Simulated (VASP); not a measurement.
NaH:

```
CELL_PARAMETERS angstrom
0.00000 2.69820 2.40090
2.69820 0.00000 2.40090
2.69820 2.69820 0.00000
ATOMIC_POSITIONS crystal
Na 0.00000 0.00000 0.00000
H 0.25000 0.25000 0.25000
```

This cell differs from its parent crystal: epitaxial xy strain +3.9%.

Base run:

- Program: VASP 6.6.1
- Functional: r2SCAN
- Potentials or basis: VASP PAW PBE potentials, release 64 (Na_pv, H)
- Cutoff: 520 eV
- k mesh: 8 × 8 × 8
- Occupations: gaussian, width 0.01 eV
- Spin: no spin polarisation

Its results: band gap on the k mesh 3.84 eV (least direct gap 4.75 eV); pressure -0.2 GPa.

Question: The run is repeated on the same cell with these changes: functional from r2SCAN to PBE; occupations from gaussian, width 0.01 eV to fermi-dirac, width 0.02 eV. What comes out?

Answer: Band gap on the k mesh 3.41 eV (least direct gap 4.32 eV); pressure 0.1 GPa.

Caveats: the structure was generated, so it needn't be the stable form of NaH; the PAW data sets were made with another functional, which shifts forces and pressure a little (at least some runs).

A k mesh can miss the band edges.
